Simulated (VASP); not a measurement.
Input of a VASP 6.6.1 run:

INCAR

```
PREC = Accurate ; ENCUT = 520
EDIFF = 1E-7 ; ISMEAR = -1
SIGMA = 0.05 ; LREAL = F
LASPH = T ; NELM = 60
ALGO = Normal ; ISIF = 2
LWAVE = F ; LCHARG = T
GGA = PS ; LELF = T
LVHAR = T ; NBANDS = 12
```

KPOINTS

```
regular mesh
0
Gamma
  9 6 6
```

The input POSCAR:

```
Sb
1.0
    3.0802022053      0.0000000000      0.0000000000
    0.0000000000      4.2887605540      0.0000000000
   -0.0383890571      0.0000000000      4.3463061600
Sb
2
Direct
    0.0113890000      0.2500000000      0.2411660000
    0.9886110000      0.7500000000      0.7588340000
```

Potentials or basis: VASP PAW PBE potentials, release 64 (Sb).

The run is started by

```console
$ cat potpaw_PBE.64/Sb/POTCAR > POTCAR
$ mpirun -np 1 vasp_std > vasp.out
```

Q: What does it give for the pressure?

A: 0.2 GPa.

Q: What does it give for the band gap on the k mesh?

A: Zero (bands 5 and 6 overlap by 8.73 eV).

Stress tensor (GPa, compression positive):
```
 0.24  0.00  0.10
 0.00 -0.04  0.00
 0.10  0.00  0.32
```

Caveat: the PAW data sets were made with another functional, which shifts forces and pressure a little; spin-orbit coupling is left out, which moves the levels of the heavy elements.
